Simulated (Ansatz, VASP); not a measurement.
One calculation of Zr2In2O3, two programs

```
Zr In O
1.0
     2.66426    1.53821    4.25520
    -2.66426    1.53821    4.25520
     0.00000   -3.07643    4.25520
Zr In O
2 2 3
Direct
  0.50000 0.50000 0.50000
  0.00000 0.00000 0.00000
  0.21532 0.21532 0.21532
  0.78468 0.78468 0.78468
  0.00000 0.50000 0.50000
  0.50000 0.00000 0.50000
  0.50000 0.50000 0.00000
```

Change from the starting cell: species swapped into the Ni3Sn2S2 type (R-3m, No. 166).

Alike in both runs: functional PBE; k mesh 6 × 6 × 6; occupations gaussian, width 0.1 eV; no spin polarisation.

Ansatz relaxed the structure, and its values are those at the end. VASP's run is a single point on that final structure, the one shown.

|  | VASP | Ansatz |
| --- | --- | --- |
| version | VASP 6.6.1 | Ansatz 0.2.0 |
| potentials or method | VASP PAW PBE potentials, release 64 (Zr_sv, In_d, O), cutoff 520 eV | scalar-relativistic, plane waves, PAW |
| valence electrons in the cell | 68 | 68 |

|  | VASP | Ansatz | Ansatz less VASP |
| --- | --- | --- | --- |
| gap on the k mesh at the Fermi level (eV) | none | none | - |
| pressure (GPa) | 0.2 | 0.1 | -0.16 |
| rms of the force components (eV/Å) | 0.019 | 0.001 | -0.0186 |

A gap of «none» marks a metal or a gap that the smearing closes. With one functional, cell and mesh, what is left measures potentials, basis and numerics.
